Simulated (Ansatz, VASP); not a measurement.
## W4C3: VASP beside Ansatz

The input INCAR:

```
SYSTEM = W4C3
PREC = Accurate
ENCUT = 520
EDIFF = 1E-7
ISMEAR = -1
SIGMA = 0.05
LREAL = .False.
LASPH = .True.
NELM = 80
ALGO = Normal
ISIF = 2
LWAVE = .False.
LCHARG = .False.
LDIPOL = .True.
IDIPOL = 3
DIPOL = 0.5 0.5 0.500
GGA = PE
NBANDS = 43
```

File KPOINTS:

```
regular mesh
0
Gamma
  11 11 1
  0 0 0
```

File POSCAR:

```
W4C3
1.0
    2.9005014360      0.0000000000      0.0000000000
   -1.4502507180      2.5119079273      0.0000000000
    0.0000000000      0.0000000000     23.4870000000
W C
4 3
Direct
    0.0000000000      0.0000000000      0.3193255844
    0.0000000000      0.0000000000      0.4397751948
    0.0000000000      0.0000000000      0.5602248052
    0.0000000000      0.0000000000      0.6806744156
    0.6666666667      0.3333333334      0.3795503896
    0.6666666667      0.3333333334      0.5000000000
    0.6666666667      0.3333333334      0.6204496104
```

input.yaml

```yaml
crystal:
  lattice:
    - [2.900501436, 0.0, 0.0]
    - [-1.450250718, 2.5119079273, 0.0]
    - [0.0, 0.0, 23.487]
  atoms:
    - { symbol: W, position: [0.0, 0.0, 0.3193255844] }
    - { symbol: C, position: [0.6666666667, 0.3333333334, 0.3795503896] }
    - { symbol: W, position: [0.0, 0.0, 0.4397751948] }
    - { symbol: C, position: [0.6666666667, 0.3333333334, 0.5] }
    - { symbol: W, position: [0.0, 0.0, 0.5602248052] }
    - { symbol: C, position: [0.6666666667, 0.3333333334, 0.6204496104] }
    - { symbol: W, position: [0.0, 0.0, 0.6806744156] }
hamiltonian:
  xc: pbe
  pseudopotentials: { kind: paw }
kpoints:
  mp_grid: { grid: [11, 11, 1] }
scf:
  occupations: { method: fermi_dirac, width: 0.05 }
output:
  forces: true
  eigenvalues: true
efield:
  axis: 3
  dipole_correction: true
  ramp_width: 0.04
```

Alike in both runs: task single point; functional PBE; k mesh 11 × 11 × 1; occupations fermi-dirac, width 0.05 eV; no spin polarisation.

|  | VASP | Ansatz |
| --- | --- | --- |
| version | VASP 6.6.1 | Ansatz 0.2.0 |
| potentials or method | VASP PAW PBE potentials, release 64 (W_sv, C) | Ansatz PAW |
| plane-wave cutoff (eV) | 520 | 420 |
| valence electrons in the cell | 68 | 68 |

|  | VASP | Ansatz | Ansatz less VASP |
| --- | --- | --- | --- |
| gap on the k mesh at the Fermi level (eV) | none | none | - |
| rms of the force components (eV/Å) | 0.350 | 0.356 | +0.0061 |

A gap of «none» marks a metal or a gap that the smearing closes. The functional is the same, so the differences come from potentials, cutoffs and numerics.

Spin-orbit coupling is off throughout.
